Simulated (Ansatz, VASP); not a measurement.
# Sb in VASP and in Ansatz

INCAR

```
ALGO     = Normal         # electronic algorithm
EDIFF    = 1E-6           # SCF threshold, eV
ENCUT    = 520            # plane-wave cutoff, eV
GGA      = PS             # functional
ISIF     = 2              # what is computed and relaxed
ISMEAR   = 0              # smearing method
LASPH    = T              # aspherical terms in the spheres
LCHARG   = F              # write CHGCAR
LREAL    = F              # projectors in reciprocal space
LWAVE    = F              # write WAVECAR
NBANDS   = 12             # bands
NELM     = 60             # most SCF steps
PREC     = Accurate       # precision mode
SIGMA    = 0.15           # smearing width, eV
```

The input KPOINTS:

```
k-points
0
Gamma
  12 12 12
```

File POSCAR:

```
Sb
1.0
    2.1506003320      1.2416496806      3.7440000000
   -2.1506003320      1.2416496806      3.7440000000
    0.0000000000     -2.4832993611      3.7440000000
Sb
2
Direct
    0.1825556535      0.2811941737      0.3172983779
    0.7663600000      0.7663600000      0.7663600000
```

Input for Ansatz:

```yaml
crystal:
  lattice:
    - [2.150600332, 1.2416496806, 3.744]
    - [-2.150600332, 1.2416496806, 3.744]
    - [0.0, -2.4832993611, 3.744]
  atoms:
    - { symbol: Sb, position: [0.1825556535, 0.2811941737, 0.3172983779] }
    - { symbol: Sb, position: [0.76636, 0.76636, 0.76636] }
basis:
  ecutwfc: 420
kpoints:
  mp_grid: { grid: [12, 12, 12] }
hamiltonian:
  xc: pbesol
scf:
  occupations: { method: gaussian, width: 0.15 }
output:
  forces: true
  stress: true
  eigenvalues: true
```

Alike in both runs: task single point; functional PBEsol; k mesh 12 × 12 × 12; occupations gaussian, width 0.15 eV; no spin polarisation.

```csv
,VASP,Ansatz
version,VASP 6.6.1,Ansatz 0.2.0
potentials or method,"VASP PAW PBE potentials, release 64 (Sb), cutoff 520 eV","scalar-relativistic, plane waves, PAW"
valence electrons in the cell,10,30
```

```csv
,VASP,Ansatz,Ansatz less VASP
gap on the k mesh at the Fermi level (eV),none,none,-
pressure (GPa),-0.7,-0.8,-0.15
"traceless stress, the component that is largest in VASP (GPa)",-2.13,-2.18,-0.054
rms of the force components (eV/Å),0.107,0.087,-0.0194
```

VASP's potentials were made for PBE, not for PBEsol. Atom by atom the forces differ by 0.023 eV/Å (rms over components). A gap of «none» marks a metal or a gap that the smearing closes. VASP's potentials hold 10 valence electrons a cell and Ansatz's 30, so a difference there can come from the potentials and not from the codes.

Spin-orbit coupling is off throughout.
